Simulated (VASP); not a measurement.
A run of VASP 6.6.1:

INCAR

```
ALGO = Normal
EDIFF = 1E-6
ENCUT = 520
GGA = RP
ISIF = 2
ISMEAR = -1
LASPH = T
LCHARG = F
LREAL = F
LWAVE = F
NBANDS = 16
NELM = 100
PREC = Accurate
SIGMA = 0.05
```

The input KPOINTS:

```
k-points
0
Gamma
  12 12 4
```

POSCAR

```
BN
1.0
    2.4814727834      0.0000000000      0.0000000000
   -1.2407363917      2.1490184693      0.0000000000
    0.0000000000      0.0000000000      6.5911637588
N B
2 2
Direct
    0.6666666667      0.3333333333      0.2500000000
    0.3333333333      0.6666666667      0.7500000000
    0.6666666667      0.3333333333      0.7500000000
    0.3333333333      0.6666666667      0.2500000000
```

Potentials or basis: VASP PAW PBE potentials, release 64 (N, B).

Launch:

```sh
$ cat potpaw_PBE.64/N/POTCAR potpaw_PBE.64/B/POTCAR > POTCAR
$ mpirun -np 1 vasp_std > vasp.out
```

Hardware: 1 thread of AMD EPYC 7R43 64-Core Processor (Zen 3) (shared host).

Q: How long does it take, and how much memory?

A: Wall time 24 s on 1 thread of AMD EPYC 7R43 64-Core Processor (Zen 3), with other jobs on the host, peak memory 0.12 GiB. Counts: scf iterations 13, k points 57.
